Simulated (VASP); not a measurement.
# TiN (Osbornite) (Fm-3m) in VASP: notebook, part 2 of 2

VASP 6.6.1. Earlier steps stand in the parts before.

**3. Single point, PBE**

This run uses another cell than the first one, of 9.13 Å³/atom, 1.021 times its volume.

File INCAR:

```
ALGO = Normal
EDIFF = 1E-6
ENCUT = 520
GGA = PE
ISIF = 2
ISMEAR = -1
LASPH = T
LCHARG = F
LREAL = F
LWAVE = F
NBANDS = 16
NELM = 80
PREC = Accurate
SIGMA = 0.1
```

File KPOINTS:

```
k-points
0
Gamma
  12 12 12
```

File POSCAR:

```
TiN
1.0
    0.0000000000      2.0903613542      2.0903613542
    2.0903613542      0.0000000000      2.0903613542
    2.0903613542      2.0903613542      0.0000000000
Ti N
1 1
Direct
    0.0000000000      0.0000000000      0.0000000000
    0.5000000000      0.5000000000      0.5000000000
```

Potentials or basis: VASP PAW PBE potentials, release 64 (Ti_sv, N).

Started as:

```console
$ cat potpaw_PBE.64/Ti_sv/POTCAR potpaw_PBE.64/N/POTCAR > POTCAR
$ mpirun -np 1 vasp_std > vasp.out
```

OUTCAR:

```text
EDIFF = 1E-6
   ENCUT = 520
   GGA = PE
   ISIF = 2
   ISMEAR = -1
   LASPH = T
   LREAL = F
   NELM = 80
   PREC = Accurate

 ion  position               nearest neighbor table
   1  0.000  0.000  0.000-   2 2.09   2 2.09   2 2.09   2 2.09   2 2.09   2 2.09
   2  0.500  0.500  0.500-   1 2.09   1 2.09   1 2.09   1 2.09   1 2.09   1 2.09

  LATTYP: Found a face centered cubic cell.
 ALAT       =     4.1807227084

  Lattice vectors:

 A1 = (   0.0000000000,   2.0903613542,   2.0903613542)
 A2 = (   2.0903613542,   0.0000000000,   2.0903613542)
 A3 = (   2.0903613542,   2.0903613542,   0.0000000000)

Analysis of symmetry for initial positions (statically):
=====================================================================
 Subroutine PRICEL returns:
 Original cell was already a primitive cell.

 Routine SETGRP: Setting up the symmetry group for a
 face centered cubic supercell.

 Subroutine GETGRP returns: Found 48 space group operations
 (whereof 48 operations were pure point group operations)
 out of a pool of 48 trial point group operations.

The static configuration has the point symmetry O_h .

Analysis of symmetry for dynamics (positions and initial velocities):
=====================================================================
 Subroutine PRICEL returns:
 Original cell was already a primitive cell.

 Routine SETGRP: Setting up the symmetry group for a
 face centered cubic supercell.

 Subroutine GETGRP returns: Found 48 space group operations
 (whereof 48 operations were pure point group operations)
 out of a pool of 48 trial point group operations.

The dynamic configuration has the point symmetry O_h .

 Subroutine INISYM returns: Found 48 space group operations
 (whereof 48 operations are pure point group operations),
 and found     1 'primitive' translations

----------------------------------------------------------------------------------------

                                     Primitive cell

  volume of cell :      18.2681

  direct lattice vectors                    reciprocal lattice vectors
     0.000000000  2.090361354  2.090361354    -0.239193094  0.239193094  0.239193094
     2.090361354  0.000000000  2.090361354     0.239193094 -0.239193094  0.239193094
     2.090361354  2.090361354  0.000000000     0.239193094  0.239193094 -0.239193094

  length of vectors
     2.956217377  2.956217377  2.956217377     0.414294592  0.414294592  0.414294592

  position of ions in fractional coordinates (direct lattice)
     0.000000000  0.000000000  0.000000000
     0.500000000  0.500000000  0.500000000

  ion indices of the primitive-cell ions
   primitive index   ion index
                 1           1
                 2           2

----------------------------------------------------------------------------------------

 KPOINTS: k-points

Automatic generation of k-mesh.
 Grid dimensions read from file:
 generate k-points for:   12   12   12

 Generating k-lattice:

  Cartesian coordinates                     Fractional coordinates (reciprocal lattice)
    -0.019932758  0.019932758  0.019932758     0.083333333  0.000000000  0.000000000
     0.019932758 -0.019932758  0.019932758     0.000000000  0.083333333  0.000000000
     0.019932758  0.019932758 -0.019932758     0.000000000  0.000000000  0.083333333

  Length of vectors
     0.034524549  0.034524549  0.034524549

  Shift w.r.t. Gamma in fractional coordinates (k-lattice)
     0.000000000  0.000000000  0.000000000

 Subroutine IBZKPT returns following result:
 ===========================================

 Found     72 irreducible k-points:

 Following reciprocal coordinates:
            Coordinates               Weight
  0.000000  0.000000  0.000000      1.000000
  0.083333  0.000000  0.000000      8.000000
  0.166667  0.000000  0.000000      8.000000
  0.250000  0.000000  0.000000      8.000000
  0.333333  0.000000  0.000000      8.000000
  0.416667  0.000000  0.000000      8.000000
[... 16 lines left out ...]
  0.500000  0.166667  0.000000     24.000000
 -0.416667  0.166667  0.000000     24.000000
 [... further k-points ...]
   k-points           NKPTS =     72   k-points in BZ     NKDIM =     72   number of bands    NBANDS=     16
   number of dos      NEDOS =    301   number of ions     NIONS =      2
   total plane-waves  NPLWV =  13824
   dimension x,y,z NGX =    24 NGY =   24 NGZ =   24
   dimension x,y,z NGXF=    48 NGYF=   48 NGZF=   48
   ions per type =               1   1
   NGX,Y,Z   is equivalent  to a cutoff of  13.50, 13.50, 13.50 a.u.
   NGXF,Y,Z  is equivalent  to a cutoff of  26.99, 26.99, 26.99 a.u.
 SYSTEM =  unknown system
   PREC   = accura    normal or accurate (medium, high low for compatibility)
   ISTART =      0    job   : 0-new  1-cont  2-samecut
   ICHARG =      2    charge: 1-file 2-atom 10-const
   ISPIN  =      1    spin polarized calculation?
   LNONCOLLINEAR =      F non collinear calculations
   LSORBIT =      F    spin-orbit coupling
   LASPH  =      T    aspherical Exc in radial PAW
   ENCUT  =  520.0 eV  38.22 Ry    6.18 a.u.   5.50  5.50  5.50*2*pi/ulx,y,z
   NELM   =     80;   NELMIN=  2; NELMDL= -5     # of ELM steps
   EDIFF  = 0.1E-05   stopping-criterion for ELM
   LREAL  =      F    real-space projection
   EDIFFG = 0.1E-04   stopping-criterion for IOM
   NSW    =      0    number of steps for IOM
   IBRION =     -1    ionic relax: 0-MD 1-quasi-New 2-CG
   NFREE  =      0    steps in history (QN), initial steepest desc. (CG)
   ISIF   =      2    stress and relaxation
   ISYM   =      2    0-nonsym 1-usesym 2-fastsym
   POTIM  = 0.5000    time-step for ionic-motion
   TEBEG  =    0.0;   TEEND  =   0.0 temperature during run
   PSTRESS=    0.0 pullay stress
   NELECT =      17.0000    total number of electrons
   NUPDOWN=      -1.0000    fix difference up-down
   EMIN   =  10.00;   EMAX   =-10.00  energy-range for DOS
   EFERMI =   0.00;   METHOD = LEGACY
   ISMEAR =    -1;   SIGMA  =   0.10  broadening in eV -4-tet -1-fermi 0-gaus
   EFERMI_NEDOS =   21; number of points for ismear=-14 and -15
   IALGO  =     38    algorithm
   IMIX   =      4    mixing-type and parameters
     AMIX     =   0.40;   BMIX     =  1.00
     AMIX_MAG =   1.60;   BMIX_MAG =  1.00
  volume/ion in A,a.u.               =       9.13        61.64
  Fermi-wavevector in a.u.,A,eV,Ry     =   1.598305  3.020359 34.757174  2.554580
  Thomas-Fermi vector in A             =   2.695776
   LORBIT       =      0    0 simple, 1 ext, 2 COOP (PROOUT), +10 PAW based schemes
   GGA     = PE    functional components
   LHFCALC =     F    Hartree Fock is set to
   AEXX    =    0.0000 exact exchange contribution
   IVDW    =     0    specifies the selected vdW correction
   LEPSILON=     F    determine dielectric tensor
   LRPA    =     F    only Hartree local field effects (RPA)
 non-spin polarized calculation
  energy-cutoff  :      520.00
  volume of cell :       18.27
 maximum number of plane-waves:       531
 NGX is ok and might be reduce to    24
   NGX = 11   NGY = 11   NGZ = 11

 number of electron      16.9999997 magnetization

 Free energy of the ion-electron system (eV)
  ---------------------------------------------------
  ext. energy  EPLUGINS =         0.00000000
  ---------------------------------------------------
  free energy    TOTEN  =       -19.60922486 eV

  energy without entropy =      -19.58407052  energy(sigma->0) =      -19.59664769

 E-fermi :  12.0201     XC(G=0): -13.2619

 val. band max:       11.9987230628   @ k =   0.1667   0.0000   0.0000
 cond. band min:      12.0393134399   @ k =   0.0833   0.0833   0.0000
 fundamental gap:      0.0405903772
 Fermi energy:        12.0201247311

 k-point     1 :       0.0000    0.0000    0.0000
  band No.  band energies     occupation
      1     -45.7621      2.00000
      2     -21.7072      2.00000
      3     -21.7072      2.00000
      4     -21.7072      2.00000
      5      -5.3223      2.00000
      6       9.9480      2.00000
[... 8 lines left out ...]
     15      25.3533      0.00000
     16      32.3940      0.00000
[... 419 lines left out ...]
 k-point    24 :      -0.4167    0.1667    0.0000
  band No.  band energies     occupation
      1     -45.6333      2.00000
      2     -22.3803      2.00000
      3     -21.9020      2.00000
      4     -21.7969      2.00000
      5      -2.9084      2.00000
      6       4.3118      2.00000
[... 8 lines left out ...]
     15      25.4766      0.00000
     16      26.6294      0.00000

 [... further k-points ...]

------------------------ aborting loop because EDIFF is reached ----------------------------------------

  FORCE on cell =-STRESS in cart. coord.  units (eV):
  Direction    XX          YY          ZZ          XY          YZ          ZX
  --------------------------------------------------------------------------------------
  -------------------------------------------------------------------------------------
  Total        1.7111813      1.7111813      1.7111813     -0.0000000     -0.0000000     -0.0000000
  in kB      150.0764362    150.0764362    150.0764362     -0.0000000     -0.0000000     -0.0000000
  external PRESSURE =     150.0764362 kB  Pullay stress =       0.0000000 kB

 VOLUME and BASIS-vectors are now :
 -----------------------------------------------------------------------------
  energy-cutoff  :      520.00
  volume of cell :       18.27
      direct lattice vectors                 reciprocal lattice vectors
     0.000000000  2.090361354  2.090361354    -0.239193094  0.239193094  0.239193094
     2.090361354  0.000000000  2.090361354     0.239193094 -0.239193094  0.239193094
     2.090361354  2.090361354  0.000000000     0.239193094  0.239193094 -0.239193094

 POSITION                                       TOTAL-FORCE (eV/Angst)
 -----------------------------------------------------------------------------------
      0.00000      0.00000      0.00000         0.000000      0.000000      0.000000
      2.09036      2.09036      2.09036         0.000000      0.000000      0.000000
 -----------------------------------------------------------------------------------
    total drift:                                0.000000     -0.000000     -0.000000

  FREE ENERGIE OF THE ION-ELECTRON SYSTEM (eV)
  ---------------------------------------------------
  free  energy   TOTEN  =       -19.6092248582 eV

  energy  without entropy=      -19.5840705233  energy(sigma->0) =      -19.59664769
```

Run time: 10 s. Hardware: 1 thread of Intel Xeon 6975P-C (Granite Rapids), shared host; peak memory 0.15 GiB.

What came out:

- Free energy: -19.6092 eV
- Pressure: 15.0 GPa

**4. Single point, PBE**

This run uses another cell than the first one, of 9.32 Å³/atom, 1.043 times its volume.

File INCAR:

```
ALGO = Normal
EDIFF = 1E-6
ENCUT = 520
GGA = PE
ISIF = 2
ISMEAR = -1
LASPH = True
LCHARG = False
LREAL = False
LWAVE = False
NBANDS = 16
NELM = 80
PREC = Accurate
SIGMA = 0.1
```

KPOINTS is that of step 3.

File POSCAR:

```
TiN
1.0
    0.0000000000      2.1047780950      2.1047780950
    2.1047780950      0.0000000000      2.1047780950
    2.1047780950      2.1047780950      0.0000000000
Ti N
1 1
Direct
    0.0000000000      0.0000000000      0.0000000000
    0.5000000000      0.5000000000      0.5000000000
```

Started as:

```console
$ cat potpaw_PBE.64/Ti_sv/POTCAR potpaw_PBE.64/N/POTCAR > POTCAR
$ mpirun -np 1 vasp_std > vasp.out
```

Wall time 9.5 s (1 thread of Intel Xeon 6975P-C (Granite Rapids), shared host); peak memory 0.15 GiB.

The run converged. Its results:

* Free energy: -19.6373 eV
* Pressure: 8.3 GPa

Levels at points of the mesh, in eV from the Fermi level:
```
           k point  band 7  band 8  band 9  band 10  band 11  band 12
(0.00, 0.00, 0.00)   -2.05   -2.05   -0.61    -0.61    -0.61     0.62
(0.50, 0.00, 0.00)   -5.57   -5.57    1.77     1.77     2.47     5.94
(0.50, 0.50, 0.00)   -3.24   -3.24   -3.14     1.72     2.50     2.50
```

**5. Single point, PBE**

This run uses another cell than the first one, of 9.51 Å³/atom, 1.064 times its volume.

File INCAR:

```
SYSTEM = TiN
PREC = Accurate ; ENCUT = 520
EDIFF = 1E-6 ; ISMEAR = -1
SIGMA = 0.1 ; LREAL = .False.
LASPH = .True. ; NELM = 60
ALGO = Normal ; ISIF = 2
LWAVE = .False. ; LCHARG = .False.
GGA = PE ; NBANDS = 16
```

File KPOINTS:

```
Automatic mesh
0
Gamma
  12 12 12
  0 0 0
```

File POSCAR:

```
TiN
1.0
    0.0000000000      2.1190000000      2.1190000000
    2.1190000000      0.0000000000      2.1190000000
    2.1190000000      2.1190000000      0.0000000000
Ti N
1 1
Direct
    0.0000000000      0.0000000000      0.0000000000
    0.5000000000      0.5000000000      0.5000000000
```

Started as:

```console
$ cat potpaw_PBE.64/Ti_sv/POTCAR potpaw_PBE.64/N/POTCAR > POTCAR
$ mpirun -np 1 vasp_std > vasp.out
```

Wall time 8.9 s (1 thread of Intel Xeon 6975P-C (Granite Rapids), shared host); peak memory 0.15 GiB.

The run converged. Its results:

* Free energy: -19.6502 eV
* Pressure: 2.3 GPa

Levels at points of the mesh, in eV from the Fermi level:
| k point | band 6 | band 7 | band 8 | band 9 | band 10 | band 11 | band 12 | band 13 |
| --- | --- | --- | --- | --- | --- | --- | --- | --- |
| (0.00, 0.00, 0.00) | -2.02 | -2.02 | -2.02 | -0.59 | -0.59 | -0.59 | 0.61 | 0.61 |
| (0.50, 0.00, 0.00) | -8.07 | -5.46 | -5.46 | 1.71 | 1.71 | 2.39 | 5.77 | 5.77 |
| (0.50, 0.50, 0.00) | -5.81 | -3.21 | -3.21 | -3.05 | 1.67 | 2.42 | 2.42 | 3.65 |

**6. Summary**

```csv
cell,gap on the mesh (eV),pressure (GPa)
"a = 2.936 Å, angles 60.0°, 2 atoms",none,22.4
"a = 2.956 Å, angles 60.0°, 2 atoms",none,15.0
"a = 2.977 Å, angles 60.0°, 2 atoms",none,8.3
"a = 2.997 Å, angles 60.0°, 2 atoms",none,2.3
```

Alike in all rows: task single point; level PBE; potentials or basis VASP PAW PBE potentials, release 64 (Ti_sv, N); no spin polarisation; k mesh 12 × 12 × 12; cutoff (eV) 520; smearing fermi-dirac 0.1 eV.

Absolute energies hang on the potentials; compare differences alone.
